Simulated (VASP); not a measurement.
A run of VASP 6.6.1 is set up as follows.

The input INCAR:

```
ALGO = Normal
EDIFF = 1E-6
ENCUT = 520
GGA = PS
ISIF = 2
ISMEAR = 0
LASPH = True
LCHARG = False
LREAL = False
LWAVE = False
NBANDS = 18
NELM = 80
PREC = Accurate
SIGMA = 0.02
```

The input KPOINTS:

```
k-points
0
Gamma
  8 1 6
```

POSCAR

```
P
1.0
    3.2975693298      0.0000000000      0.0000000000
    0.0000000000     35.0076395537      0.0000000000
    0.0000000000      0.0000000000      4.3703563943
P
4
Direct
    0.0000000000      0.9696974150      0.5803780379
    0.0000000000      0.0303025850      0.4196219621
    0.5000000000      0.0303025850      0.0803780379
    0.5000000000      0.9696974150      0.9196219621
```

Potentials or basis: VASP PAW PBE potentials, release 64 (P).

Command:

```bash
$ cat potpaw_PBE.64/P/POTCAR > POTCAR
$ mpirun -np 1 vasp_std > vasp.out
```

Task: Predict the largest force.

Result: 0.024 eV/Å.

Task: Estimate the band gap on the k mesh.

Result: 0.66 eV, direct.

Forces in eV/Å, atoms in the order of the input:
```
P    0.000  0.020  0.013
P    0.000 -0.020 -0.013
P    0.000 -0.020  0.013
P    0.000  0.020 -0.013
```

Caveat: the cell differs from its parent crystal (uniaxial strain along c: -1.5 %, then relaxed in part); the PAW data sets were made with another functional, which shifts forces and pressure a little.
